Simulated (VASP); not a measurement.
# Mo (P6/mmm) in VASP: notebook, part 2 of 2

VASP 6.6.1. Earlier steps stand in the parts before.

**3. Single point, r2SCAN**

POSCAR reads:

```
Mo
1.0
    2.7491875500      0.0000000000      0.0000000000
   -1.3745988000      2.3808651000      0.0000000000
    0.0000000000      0.0000000000      2.5298185688
Mo
1
Direct
    0.0000000000      0.0000000000      0.5000000000
```

INCAR.step1 reads:

```
ALGO     = Normal         # electronic algorithm
EDIFF    = 1E-4           # SCF threshold, eV
ENCUT    = 520            # plane-wave cutoff, eV
GGA      = PE             # functional
ISMEAR   = -1             # smearing method
LASPH    = True           # aspherical terms in the spheres
LCHARG   = False          # write CHGCAR
LREAL    = False          # projectors in reciprocal space
LWAVE    = True           # write WAVECAR
NBANDS   = 13             # bands
NELM     = 100            # most SCF steps
PREC     = Accurate       # precision mode
SIGMA    = 0.1            # smearing width, eV
```

INCAR.step2 reads:

```
ALGO     = Normal         # electronic algorithm
EDIFF    = 1E-7           # SCF threshold, eV
ENCUT    = 520            # plane-wave cutoff, eV
ISIF     = 2              # what is computed and relaxed
ISMEAR   = -1             # smearing method
ISTART   = 1            
LASPH    = True           # aspherical terms in the spheres
LCHARG   = False          # write CHGCAR
LMIXTAU  = True         
LREAL    = False          # projectors in reciprocal space
LWAVE    = False          # write WAVECAR
METAGGA  = R2SCAN         # meta-GGA
NBANDS   = 13             # bands
NELM     = 100            # most SCF steps
PREC     = Accurate       # precision mode
SIGMA    = 0.1            # smearing width, eV
```

KPOINTS reads:

```
k-points
0
Gamma
  14 14 13
```

Potentials or basis: VASP PAW PBE potentials, release 64 (Mo_sv).

On the command line:

```
$ cat potpaw_PBE.64/Mo_sv/POTCAR > POTCAR
$ cp INCAR.step1 INCAR
$ mpirun -np 1 vasp_std > vasp.out
$ cp INCAR.step2 INCAR
$ mpirun -np 1 vasp_std > vasp.out
```

Run time: 1.9 min. Hardware: 1 thread of Intel Xeon Platinum 8259CL at 2.50GHz (Skylake/Cascade Lake), shared host; peak memory 0.15 GiB.

The run converged. Its results:

```yaml
Free_energy: -25.1650 eV
Pressure: 1.9 GPa
Band_gap_on_the_k_mesh: zero (band 7 reaches 12.45 eV, above the bottom of band 8 at 10.59 eV)
```

Stress tensor (GPa, compression positive):
```
1.50 0.00 0.00
0.00 1.50 0.00
0.00 0.00 2.73
```

Levels at points of the mesh, in eV from the Fermi level:
| k point | band 4 | band 5 | band 6 | band 7 | band 8 | band 9 | band 10 | band 11 |
| --- | --- | --- | --- | --- | --- | --- | --- | --- |
| (0.00, 0.00, 0.00) | -35.31 | -7.14 | -4.68 | -0.93 | -0.93 | 4.48 | 4.48 | 13.45 |
| (0.50, 0.00, 0.00) | -35.16 | -5.15 | -3.45 | 0.94 | 1.41 | 3.83 | 4.50 | 10.53 |

Caveat: the PAW data sets were made with another functional, which shifts forces and pressure a little.

**4. Single point, r2SCAN**

POSCAR reads:

```
Mo
1.0
    2.7628651000      0.0000000000      0.0000000000
   -1.3814376000      2.3927102000      0.0000000000
    0.0000000000      0.0000000000      2.5048328595
Mo
1
Direct
    0.0000000000      0.0000000000      0.5000000000
```

INCAR.step1 reads:

```
PREC = Accurate ; ENCUT = 520
ISMEAR = -1 ; SIGMA = 0.1
LREAL = F ; LASPH = T
NELM = 100 ; NBANDS = 13
GGA = PE ; ALGO = Normal
EDIFF = 1E-4 ; LWAVE = T
LCHARG = F
```

INCAR.step2 reads:

```
PREC = Accurate ; ENCUT = 520
EDIFF = 1E-6 ; ISMEAR = -1
SIGMA = 0.1 ; LREAL = F
LASPH = T ; NELM = 100
ALGO = Normal ; ISIF = 2
LWAVE = F ; LCHARG = T
METAGGA = R2SCAN ; LMIXTAU = T
LELF = T ; LVHAR = T
NBANDS = 13 ; ISTART = 1
```

KPOINTS reads:

```
regular mesh
0
Gamma
  14 14 13
```

Potentials or basis: VASP PAW PBE potentials, release 64 (Mo_sv).

On the command line:

```
$ cat potpaw_PBE.64/Mo_sv/POTCAR > POTCAR
$ cp INCAR.step1 INCAR
$ mpirun -np 1 vasp_std > vasp.out
$ cp INCAR.step2 INCAR
$ mpirun -np 1 vasp_std > vasp.out
```

OUTCAR:

```text
PREC = Accurate
   ENCUT = 520
   EDIFF = 1E-6
   ISMEAR = -1
   LREAL = F
   LASPH = T
   NELM = 100
   ISIF = 2
   METAGGA = R2SCAN
   ISTART = 1

 ion  position               nearest neighbor table
   1  0.000  0.000  0.500-

  LATTYP: Found a hexagonal cell.
 ALAT       =     2.7628651000
 C/A-ratio  =     0.9066070072

  Lattice vectors:

[... 560 lines left out ...]
      8      13.7628      0.00000
      9      14.2043      0.00000
     10      19.3405      0.00000
     11      20.3507      0.00000
     12      21.0011      0.00000
     13      32.4097      0.00000

 [... further k-points ...]

------------------------ aborting loop because EDIFF is reached ----------------------------------------

  FORCE on cell =-STRESS in cart. coord.  units (eV):
  Direction    XX          YY          ZZ          XY          YZ          ZX
  --------------------------------------------------------------------------------------
  -------------------------------------------------------------------------------------
  Total       -0.0200453     -0.0200453      0.6632505      0.0000000     -0.0000000      0.0000000
  in kB       -1.9395239     -1.9395220     64.1740820      0.0000041     -0.0000000      0.0000000
  external PRESSURE =      20.0983454 kB  Pullay stress =       0.0000000 kB

 VOLUME and BASIS-vectors are now :
 -----------------------------------------------------------------------------
  energy-cutoff  :      520.00
  volume of cell :       16.56
      direct lattice vectors                 reciprocal lattice vectors
     2.762865100  0.000000000  0.000000000     0.361943115  0.208968820  0.000000000
    -1.381437600  2.392710200  0.000000000     0.000000000  0.417936113  0.000000000
     0.000000000  0.000000000  2.504832860     0.000000000  0.000000000  0.399228234

 POSITION                                       TOTAL-FORCE (eV/Angst)
 -----------------------------------------------------------------------------------
      0.00000      0.00000      1.25242        -0.000000      0.000000      0.000000
 -----------------------------------------------------------------------------------
    total drift:                                0.000000      0.000000     -0.000000

  FREE ENERGIE OF THE ION-ELECTRON SYSTEM (eV)
  ---------------------------------------------------
  free  energy   TOTEN  =       -25.1608322128 eV

  energy  without entropy=      -25.1333181979  energy(sigma->0) =      -25.14707521
```

OUTCAR.step1:

```text
PREC = Accurate
   ENCUT = 520
   ISMEAR = -1
   LREAL = F
   LASPH = T
   NELM = 100
[... 599 lines left out ...]

 POSITION                                       TOTAL-FORCE (eV/Angst)
 -----------------------------------------------------------------------------------
      0.00000      0.00000      1.25242         0.000000      0.000000      0.000000
 -----------------------------------------------------------------------------------
    total drift:                                0.000000     -0.000000     -0.000000

  FREE ENERGIE OF THE ION-ELECTRON SYSTEM (eV)
  ---------------------------------------------------
  free  energy   TOTEN  =       -10.0693718994 eV

  energy  without entropy=      -10.0365115026  energy(sigma->0) =      -10.05294170
```

Run time: 90 s. Hardware: 1 thread of Intel Xeon Platinum 8259CL at 2.50GHz (Skylake/Cascade Lake), shared host; peak memory 0.16 GiB.

Results:

```
Free energy            : -25.1608 eV
Pressure               : 2.0 GPa
Band gap on the k mesh : zero (band 7 reaches 12.37 eV, above the bottom of band 8 at 10.56 eV)
```

Caveat: the PAW data sets were made with another functional, which shifts forces and pressure a little.

**5. The runs side by side**

```tsv
cell	gap on the mesh (eV)	pressure (GPa)
a = 2.736, b = 2.736, c = 2.555 Å, angles 90.0, 90.0, 120.0°, 1 atom	none	1.9
a = 2.749, b = 2.749, c = 2.530 Å, angles 90.0, 90.0, 120.0°, 1 atom	none	1.9
a = 2.763, b = 2.763, c = 2.505 Å, angles 90.0, 90.0, 120.0°, 1 atom	none	2.0
```

Alike in all rows: task single point; level r2SCAN; potentials or basis VASP PAW PBE potentials, release 64 (Mo_sv); no spin polarisation; k mesh 14 × 14 × 13; cutoff (eV) 520; smearing fermi-dirac 0.1 eV.

Caveats: the PAW data sets were made with another functional, which shifts forces and pressure a little.

Total energies depend on the potentials used, so only differences within one code and one set of settings carry meaning.
